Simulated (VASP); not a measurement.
# BaTiO3 (Pm-3m) in VASP: a series of runs, part 2 of 2

VASP 6.6.1. Earlier steps stand in the parts before.

## Step 4: Single point, PBE

This run uses another cell than the first one, of 12.74 Å³/atom, 1.046 times its volume.

Contents of INCAR:

```
SYSTEM = BaTiO3
PREC = Accurate
ENCUT = 520
EDIFF = 1E-6
ISMEAR = -1
SIGMA = 0.02
LREAL = .FALSE.
LASPH = .TRUE.
NELM = 80
ALGO = Normal
ISIF = 2
LWAVE = .FALSE.
LCHARG = .FALSE.
GGA = PE
NBANDS = 28
```

Contents of KPOINTS:

```
Automatic mesh
0
G
  6 6 6
  0 0 0
```

Contents of POSCAR:

```
BaTiO3
1.0
    3.9940950307      0.0000000000      0.0000000000
    0.0000000000      3.9940950307      0.0000000000
    0.0000000000      0.0000000000      3.9940950307
Ba Ti O
1 1 3
Direct
    0.5000000000      0.5000000000      0.5000000000
    0.0000000000      0.0000000000      0.0000000000
    0.5000000000      0.0000000000      0.0000000000
    0.0000000000      0.5000000000      0.0000000000
    0.0000000000      0.0000000000      0.5000000000
```

Potentials or basis: VASP PAW PBE potentials, release 64 (Ba_sv, Ti_sv, O).

Command:

```sh
$ cat potpaw_PBE.64/Ba_sv/POTCAR potpaw_PBE.64/Ti_sv/POTCAR potpaw_PBE.64/O/POTCAR > POTCAR
$ mpirun -np 1 vasp_std > vasp.out
```

OUTCAR:

```text
SYSTEM = BaTiO3
   PREC = Accurate
   ENCUT = 520
   EDIFF = 1E-6
   ISMEAR = -1
   LREAL = .FALSE.
   LASPH = .TRUE.
   NELM = 80
   ISIF = 2
   GGA = PE

 ion  position               nearest neighbor table
   1  0.500  0.500  0.500-   3 2.82   4 2.82   5 2.82   3 2.82   4 2.82   3 2.82   5 2.82   3 2.82
                             4 2.82   5 2.82   4 2.82   5 2.82   2 3.46   2 3.46   2 3.46   2 3.46
   2  0.000  0.000  0.000-   3 2.00   4 2.00   5 2.00   5 2.00   4 2.00   3 2.00   1 3.46   1 3.46
                             1 3.46   1 3.46   1 3.46   1 3.46   1 3.46   1 3.46
   3  0.500  0.000  0.000-   2 2.00   2 2.00   1 2.82   1 2.82   1 2.82   1 2.82
   4  0.000  0.500  0.000-   2 2.00   2 2.00   1 2.82   1 2.82   1 2.82   1 2.82
   5  0.000  0.000  0.500-   2 2.00   2 2.00   1 2.82   1 2.82   1 2.82   1 2.82

  LATTYP: Found a simple cubic cell.
 ALAT       =     3.9940950307

  Lattice vectors:

 A1 = (   3.9940950307,   0.0000000000,   0.0000000000)
 A2 = (   0.0000000000,   3.9940950307,   0.0000000000)
 A3 = (   0.0000000000,   0.0000000000,   3.9940950307)

Analysis of symmetry for initial positions (statically):
=====================================================================
[... 176 lines left out ...]
 cond. band min:       5.6409771551   @ k =   0.0000   0.0000   0.0000
 fundamental gap:      1.7578050691
 Fermi energy:         4.4613363647

 k-point     1 :       0.0000    0.0000    0.0000
  band No.  band energies     occupation
      1     -52.7276      2.00000
      2     -28.9420      2.00000
      3     -28.9420      2.00000
      4     -28.9420      2.00000
      5     -20.9162      2.00000
      6     -13.0247      2.00000
[... 609 lines left out ...]
     27      11.6224      0.00000
     28      11.6224      0.00000

------------------------ aborting loop because EDIFF is reached ----------------------------------------

  FORCE on cell =-STRESS in cart. coord.  units (eV):
  Direction    XX          YY          ZZ          XY          YZ          ZX
  --------------------------------------------------------------------------------------
  -------------------------------------------------------------------------------------
  Total        1.9898187      1.9898187      1.9898187      0.0000000     -0.0000000     -0.0000000
  in kB       50.0344257     50.0344257     50.0344257      0.0000000     -0.0000000     -0.0000000
  external PRESSURE =      50.0344257 kB  Pullay stress =       0.0000000 kB

 VOLUME and BASIS-vectors are now :
 -----------------------------------------------------------------------------
  energy-cutoff  :      520.00
  volume of cell :       63.72
      direct lattice vectors                 reciprocal lattice vectors
     3.994095031  0.000000000  0.000000000     0.250369606  0.000000000  0.000000000
     0.000000000  3.994095031  0.000000000     0.000000000  0.250369606  0.000000000
     0.000000000  0.000000000  3.994095031     0.000000000  0.000000000  0.250369606

 POSITION                                       TOTAL-FORCE (eV/Angst)
 -----------------------------------------------------------------------------------
      1.99705      1.99705      1.99705         0.000000      0.000000      0.000000
      0.00000      0.00000      0.00000         0.000000      0.000000      0.000000
      1.99705      0.00000      0.00000         0.000000      0.000000      0.000000
      0.00000      1.99705      0.00000         0.000000      0.000000      0.000000
      0.00000      0.00000      1.99705         0.000000      0.000000      0.000000
 -----------------------------------------------------------------------------------
    total drift:                                0.000000     -0.000000      0.000000

  FREE ENERGIE OF THE ION-ELECTRON SYSTEM (eV)
  ---------------------------------------------------
  free  energy   TOTEN  =       -39.9544106735 eV

  energy  without entropy=      -39.9544106735  energy(sigma->0) =      -39.95441067
```

stdout:

```text
POSCAR found type information on POSCAR BaTiO
 POSCAR found :  3 types and       5 ions
 scaLAPACK will be used
 LDA part: xc-table for (Slater+PW92), standard interpolation
 POSCAR, INCAR and KPOINTS ok, starting setup
 FFT: planning ... GRIDC
 FFT: planning ... GRID_SOFT
 FFT: planning ... GRID
 WAVECAR not read
 entering main loop
```

Wall time 68 s (1 thread of Intel Xeon 6975P-C, shared host); peak memory 0.19 GiB.

What came out:

```yaml
Free_energy: -39.9544 eV
Pressure: 5.0 GPa
Band_gap_on_the_k_mesh: 1.76 eV, indirect (least direct gap 1.90 eV)
```

Caveat: spin-orbit coupling is left out, which moves the levels of the heavy elements. A k mesh can miss the band edges.

## Step 5: Relaxation of cell and atoms, PBEsol

This run uses another cell than the first one, of 12.98 Å³/atom, 1.066 times its volume.

Contents of INCAR:

```
SYSTEM = BaTiO3
  ALGO = Normal
  EDIFF = 1E-6
  EDIFFG = -0.005
  ENCUT = 600
  GGA = PS
  IBRION = 2
  ISIF = 3
  ISMEAR = -1
  LASPH = .TRUE.
  LCHARG = .FALSE.
  LREAL = .FALSE.
  LWAVE = .FALSE.
  NELM = 80
  NSW = 80
  PREC = Accurate
  SIGMA = 0.02
```

Contents of KPOINTS:

```
k-points
0
G
  6 6 6
  0 0 0
```

Edit POSCAR of step 4 so:

```diff
@@ -2,5 +2,5 @@
 1.0
-    3.9940950307      0.0000000000      0.0000000000
-    0.0000000000      3.9940950307      0.0000000000
-    0.0000000000      0.0000000000      3.9940950307
+    4.0188592711      0.0000000000      0.0000000000
+    0.0000000000      4.0188592711      0.0000000000
+    0.0000000000      0.0000000000      4.0188592711
 Ba Ti O
```

Command:

```sh
$ cat potpaw_PBE.64/Ba_sv/POTCAR potpaw_PBE.64/Ti_sv/POTCAR potpaw_PBE.64/O/POTCAR > POTCAR
$ mpirun -np 1 vasp_std > vasp.out
```

Run time: 2.2 min. Hardware: 1 thread of Intel Xeon 6975P-C, shared host; peak memory 0.21 GiB.

It converged, with:

```yaml
Free_energy: -41.9900 eV
Relaxed_volume: 12.64 Å³/atom
Relaxed_cell: a = 3.983 Å, b = 3.983 Å, c = 3.983 Å, α = 90.00°, β = 90.00°, γ = 90.00°
Space_group_after_relaxing_to_0.05_Å: Pm-3m (No. 221)
Energy_gained_by_relaxing: 5.0 meV/atom
Ionic_steps: 3
Pressure_after_relaxing: 0.0 GPa
Band_gap_on_the_k_mesh: 1.73 eV, indirect (least direct gap 1.86 eV)
```

The path:
```
step  energy change (eV)  largest force (eV/Å)  pressure (GPa)  volume (Å³)
   1              0.0000                0.0000           -4.49        64.91
   2             -0.0001                0.0000            4.96        61.55
   3             -0.0248                0.0000           -0.01        63.19
```

Final structure:
```yaml
crystal:
  lattice:
    - [3.98313, 0.00000, 0.00000]
    - [0.00000, 3.98313, 0.00000]
    - [0.00000, 0.00000, 3.98313]
  atoms:
    - { symbol: Ba, position: [0.50000, 0.50000, 0.50000] }
    - { symbol: Ti, position: [0.00000, 0.00000, 0.00000] }
    - { symbol: O, position: [0.50000, 0.00000, 0.00000] }
    - { symbol: O, position: [0.00000, 0.50000, 0.00000] }
    - { symbol: O, position: [0.00000, 0.00000, 0.50000] }
```

Levels at points of the mesh, in eV from the valence-band top:
```csv
k point,band 18,band 19,band 20,band 21,band 22,band 23
"(0.00, 0.00, 0.00)",-0.13,-0.13,-0.13,1.73,1.73,1.73
"(0.50, 0.00, 0.00)",-1.87,-0.72,-0.72,1.90,3.56,3.56
"(0.50, 0.50, 0.00)",-0.87,-0.87,-0.09,3.57,3.57,3.99
"(0.50, 0.50, 0.50)",0.00,0.00,0.00,4.26,4.26,4.26
```

Caveat: the PAW data sets were made with another functional, which shifts forces and pressure a little; spin-orbit coupling is left out, which moves the levels of the heavy elements. A k mesh can miss the band edges.

## Step 6: Relaxation of cell and atoms, LDA

This run uses another cell than the first one, of 12.98 Å³/atom, 1.066 times its volume.

Contents of INCAR:

```
ALGO     = Normal         # electronic algorithm
EDIFF    = 1E-7           # SCF threshold, eV
EDIFFG   = -0.005         # ionic threshold
ENCUT    = 600            # plane-wave cutoff, eV
IBRION   = 2              # ionic algorithm
ISIF     = 3              # what is computed and relaxed
ISMEAR   = -1             # smearing method
LASPH    = True           # aspherical terms in the spheres
LCHARG   = False          # write CHGCAR
LREAL    = False          # projectors in reciprocal space
LWAVE    = False          # write WAVECAR
NELM     = 80             # most SCF steps
NSW      = 80             # ionic steps
PREC     = Accurate       # precision mode
SIGMA    = 0.02           # smearing width, eV
```

Contents of KPOINTS:

```
k-points
0
Gamma
  6 6 6
```

POSCAR is that of step 5.

Potentials or basis: VASP PAW LDA potentials, release 64 (Ba_sv, Ti_sv, O).

Command:

```sh
$ cat potpaw_LDA.64/Ba_sv/POTCAR potpaw_LDA.64/Ti_sv/POTCAR potpaw_LDA.64/O/POTCAR > POTCAR
$ mpirun -np 1 vasp_std > vasp.out
```

OUTCAR:

```text
EDIFF = 1E-7
   EDIFFG = -0.005
   ENCUT = 600
   IBRION = 2
   ISIF = 3
   ISMEAR = -1
   LASPH = True
   LREAL = False
   NELM = 80
   NSW = 80
   PREC = Accurate

 ion  position               nearest neighbor table
   1  0.500  0.500  0.500-   3 2.84   4 2.84   5 2.84   3 2.84   4 2.84   3 2.84   5 2.84   3 2.84
                             4 2.84   5 2.84   4 2.84   5 2.84   2 3.48   2 3.48   2 3.48   2 3.48
   2  0.000  0.000  0.000-   3 2.01   4 2.01   5 2.01   5 2.01   4 2.01   3 2.01   1 3.48   1 3.48
                             1 3.48   1 3.48   1 3.48   1 3.48   1 3.48   1 3.48
   3  0.500  0.000  0.000-   2 2.01   2 2.01   1 2.84   1 2.84   1 2.84   1 2.84
   4  0.000  0.500  0.000-   2 2.01   2 2.01   1 2.84   1 2.84   1 2.84   1 2.84
   5  0.000  0.000  0.500-   2 2.01   2 2.01   1 2.84   1 2.84   1 2.84   1 2.84

  LATTYP: Found a simple cubic cell.
 ALAT       =     4.0188592711

  Lattice vectors:

 A1 = (   4.0188592711,   0.0000000000,   0.0000000000)
 A2 = (   0.0000000000,   4.0188592711,   0.0000000000)
 A3 = (   0.0000000000,   0.0000000000,   4.0188592711)

Analysis of symmetry for initial positions (statically):
=====================================================================
 Subroutine PRICEL returns:
 Original cell was already a primitive cell.

 Routine SETGRP: Setting up the symmetry group for a
 simple cubic supercell.

 Subroutine GETGRP returns: Found 48 space group operations
[... 9 lines left out ...]

 Routine SETGRP: Setting up the symmetry group for a
 simple cubic supercell.

 Subroutine GETGRP returns: Found 48 space group operations
[... 11 lines left out ...]
                                     Primitive cell

  volume of cell :      64.9095

  direct lattice vectors                    reciprocal lattice vectors
     4.018859271  0.000000000  0.000000000     0.248826827  0.000000000  0.000000000
     0.000000000  4.018859271  0.000000000     0.000000000  0.248826827  0.000000000
     0.000000000  0.000000000  4.018859271     0.000000000  0.000000000  0.248826827

  length of vectors
     4.018859271  4.018859271  4.018859271     0.248826827  0.248826827  0.248826827

  position of ions in fractional coordinates (direct lattice)
     0.500000000  0.500000000  0.500000000
     0.000000000  0.000000000  0.000000000
     0.500000000  0.000000000  0.000000000
     0.000000000  0.500000000  0.000000000
     0.000000000  0.000000000  0.500000000

  ion indices of the primitive-cell ions
   primitive index   ion index
                 1           1
                 2           2
                 3           3
                 4           4
                 5           5

----------------------------------------------------------------------------------------

 KPOINTS: k-points

Automatic generation of k-mesh.
 Grid dimensions read from file:
 generate k-points for:    6    6    6

 Generating k-lattice:

  Cartesian coordinates                     Fractional coordinates (reciprocal lattice)
     0.041471138  0.000000000  0.000000000     0.166666667  0.000000000  0.000000000
     0.000000000  0.041471138  0.000000000     0.000000000  0.166666667  0.000000000
     0.000000000  0.000000000  0.041471138     0.000000000  0.000000000  0.166666667

  Length of vectors
     0.041471138  0.041471138  0.041471138

  Shift w.r.t. Gamma in fractional coordinates (k-lattice)
     0.000000000  0.000000000  0.000000000

 Subroutine IBZKPT returns following result:
 ===========================================

 Found     20 irreducible k-points:

 Following reciprocal coordinates:
            Coordinates               Weight
  0.000000  0.000000  0.000000      1.000000
  0.166667  0.000000  0.000000      6.000000
  0.333333  0.000000  0.000000      6.000000
  0.500000  0.000000  0.000000      3.000000
  0.166667  0.166667  0.000000     12.000000
  0.333333  0.166667  0.000000     24.000000
[... 12 lines left out ...]
  0.500000  0.500000  0.333333      6.000000
  0.500000  0.500000  0.500000      1.000000
   k-points           NKPTS =     20   k-points in BZ     NKDIM =     20   number of bands    NBANDS=     24
   number of dos      NEDOS =    301   number of ions     NIONS =      5
   total plane-waves  NPLWV =  32768
   dimension x,y,z NGX =    32 NGY =   32 NGZ =   32
   dimension x,y,z NGXF=    64 NGYF=   64 NGZF=   64
   ions per type =               1   1   3
   NGX,Y,Z   is equivalent  to a cutoff of  13.24, 13.24, 13.24 a.u.
   NGXF,Y,Z  is equivalent  to a cutoff of  26.47, 26.47, 26.47 a.u.
 SYSTEM =  unknown system
   PREC   = accura    normal or accurate (medium, high low for compatibility)
   ISTART =      0    job   : 0-new  1-cont  2-samecut
   ICHARG =      2    charge: 1-file 2-atom 10-const
   ISPIN  =      1    spin polarized calculation?
   LNONCOLLINEAR =      F non collinear calculations
   LSORBIT =      F    spin-orbit coupling
   LASPH  =      T    aspherical Exc in radial PAW
   ENCUT  =  600.0 eV  44.10 Ry    6.64 a.u.   8.03  8.03  8.03*2*pi/ulx,y,z
   NELM   =     80;   NELMIN=  2; NELMDL= -5     # of ELM steps
   EDIFF  = 0.1E-06   stopping-criterion for ELM
   LREAL  =      F    real-space projection
   EDIFFG = -.5E-02   stopping-criterion for IOM
   NSW    =     80    number of steps for IOM
   IBRION =      2    ionic relax: 0-MD 1-quasi-New 2-CG
   NFREE  =      1    steps in history (QN), initial steepest desc. (CG)
   ISIF   =      3    stress and relaxation
   ISYM   =      2    0-nonsym 1-usesym 2-fastsym
   POTIM  = 0.5000    time-step for ionic-motion
   TEBEG  =    0.0;   TEEND  =   0.0 temperature during run
   PSTRESS=    0.0 pullay stress
   NELECT =      40.0000    total number of electrons
   NUPDOWN=      -1.0000    fix difference up-down
   EMIN   =  10.00;   EMAX   =-10.00  energy-range for DOS
   EFERMI =   0.00;   METHOD = LEGACY
   ISMEAR =    -1;   SIGMA  =   0.02  broadening in eV -4-tet -1-fermi 0-gaus
   EFERMI_NEDOS =   21; number of points for ismear=-14 and -15
   IALGO  =     38    algorithm
   IMIX   =      4    mixing-type and parameters
     AMIX     =   0.40;   BMIX     =  1.00
     AMIX_MAG =   1.60;   BMIX_MAG =  1.00
  volume/ion in A,a.u.               =      12.98        87.61
  Fermi-wavevector in a.u.,A,eV,Ry     =   1.393131  2.632636 26.406386  1.940815
  Thomas-Fermi vector in A             =   2.516807
   LORBIT       =      0    0 simple, 1 ext, 2 COOP (PROOUT), +10 PAW based schemes
   GGA     = CA    functional components
   LHFCALC =     F    Hartree Fock is set to
   AEXX    =    0.0000 exact exchange contribution
   IVDW    =     0    specifies the selected vdW correction
   LEPSILON=     F    determine dielectric tensor
   LRPA    =     F    only Hartree local field effects (RPA)
 conjugate gradient relaxation of ions
 non-spin polarized calculation
  energy-cutoff  :      600.00
  volume of cell :       64.91
 maximum number of plane-waves:      2192
   NGX = 17   NGY = 17   NGZ = 17

--------------------------------------- Ionic step        1  -------------------------------------------

 number of electron      40.0000005 magnetization

 Free energy of the ion-electron system (eV)
  ---------------------------------------------------
  ext. energy  EPLUGINS =         0.00000000
  ---------------------------------------------------
  free energy    TOTEN  =       -44.07314164 eV

  energy without entropy =      -44.07314164  energy(sigma->0) =      -44.07314164

------------------------ aborting loop because EDIFF is reached ----------------------------------------

  FORCE on cell =-STRESS in cart. coord.  units (eV):
  Direction    XX          YY          ZZ          XY          YZ          ZX
  --------------------------------------------------------------------------------------
  -------------------------------------------------------------------------------------
  Total       -3.6342926     -3.6342926     -3.6342926      0.0000000      0.0000000      0.0000000
  in kB      -89.7061195    -89.7061195    -89.7061195      0.0000000      0.0000000      0.0000000
  external PRESSURE =     -89.7061195 kB  Pullay stress =       0.0000000 kB
[... 180 lines left out ...]
  energy  without entropy=      -44.1698433810  energy(sigma->0) =      -44.16984338

--------------------------------------- Ionic step        6  -------------------------------------------

 number of electron      39.9999975 magnetization

 Free energy of the ion-electron system (eV)
  ---------------------------------------------------
  ext. energy  EPLUGINS =         0.00000000
  ---------------------------------------------------
  free energy    TOTEN  =       -44.16984947 eV

  energy without entropy =      -44.16984947  energy(sigma->0) =      -44.16984947

 E-fermi :   4.4508     XC(G=0): -11.9423

 val. band max:        3.8398956512   @ k =   0.5000   0.5000   0.5000
 cond. band min:       5.5700880306   @ k =   0.0000   0.0000   0.0000
 fundamental gap:      1.7301923794
 Fermi energy:         4.4508382314

 k-point     1 :       0.0000    0.0000    0.0000
  band No.  band energies     occupation
      1     -51.8797      2.00000
      2     -28.5187      2.00000
      3     -28.5187      2.00000
      4     -28.5187      2.00000
      5     -20.7354      2.00000
      6     -12.8284      2.00000
[... 561 lines left out ...]
  FREE ENERGIE OF THE ION-ELECTRON SYSTEM (eV)
  ---------------------------------------------------
  free  energy   TOTEN  =       -44.1698494654 eV

  energy  without entropy=      -44.1698494654  energy(sigma->0) =      -44.16984947

 reached required accuracy - stopping structural energy minimisation
```

It took 3 min on 1 thread of Intel Xeon 6975P-C, shared host; peak memory 0.19 GiB.

Results:

* Free energy: -44.1698 eV
* Relaxed volume: 12.32 Å³/atom
* Relaxed cell: a = 3.950 Å, b = 3.950 Å, c = 3.950 Å, α = 90.00°, β = 90.00°, γ = 90.00°
* Space group after relaxing (to 0.05 Å): Pm-3m (No. 221)
* Energy gained by relaxing: 19.3 meV/atom
* Ionic steps: 6
* Pressure after relaxing: 0.0 GPa
* Band gap on the k mesh: 1.73 eV, indirect (least direct gap 1.83 eV)

Step by step:
| step | energy change (eV) | largest force (eV/Å) | pressure (GPa) | volume (Å³) |
| --- | --- | --- | --- | --- |
| 1 | 0.0000 | 0.0000 | -8.97 | 64.91 |
| 2 | 0.0214 | 0.0000 | 12.07 | 58.32 |
| 3 | -0.0967 | 0.0000 | -0.11 | 61.65 |
| 4 | -0.0967 | 0.0000 | 0.09 | 61.59 |
| 5 | -0.0967 | 0.0000 | -0.08 | 61.64 |
| 6 | -0.0967 | 0.0000 | 0.00 | 61.62 |

Final structure:
```
Ba Ti O
1.0
     3.94969    0.00000    0.00000
     0.00000    3.94969    0.00000
     0.00000    0.00000    3.94969
Ba Ti O
1 1 3
Direct
  0.50000 0.50000 0.50000
  0.00000 0.00000 0.00000
  0.50000 0.00000 0.00000
  0.00000 0.50000 0.00000
  0.00000 0.00000 0.50000
```

Caveat: spin-orbit coupling is left out, which moves the levels of the heavy elements.

## Step 7: The runs side by side

```tsv
task	level	potentials or basis	cell	cutoff (eV)	gap on the mesh (eV)	pressure (GPa)	relaxed volume (Å³/atom)
single point	LDA	VASP PAW LDA potentials, release 64 (Ba_sv, Ti_sv, O)	a = 3.935 Å, 5 atoms	520	1.75	2.6	-
single point	PBEsol	VASP PAW PBE potentials, release 64 (Ba_sv, Ti_sv, O)	a = 3.970 Å, 5 atoms	520	1.74	2.0	-
single point	PBE	VASP PAW PBE potentials, release 64 (Ba_sv, Ti_sv, O)	a = 3.994 Å, 5 atoms	520	1.76	5.0	-
relaxation of cell and atoms	PBEsol	VASP PAW PBE potentials, release 64 (Ba_sv, Ti_sv, O)	relaxed from a = 4.019 Å, 5 atoms	600	1.73	0.0	12.64
relaxation of cell and atoms	LDA	VASP PAW LDA potentials, release 64 (Ba_sv, Ti_sv, O)	relaxed from a = 4.019 Å, 5 atoms	600	1.73	0.0	12.32
```

Alike in all rows: no spin polarisation; k mesh 6 × 6 × 6; smearing fermi-dirac 0.02 eV.

Caveats: spin-orbit coupling is left out, which moves the levels of the heavy elements; the PAW data sets were made with another functional, which shifts forces and pressure a little (some runs).

Total energies depend on the potentials used, so only differences within one code and one set of settings carry meaning.
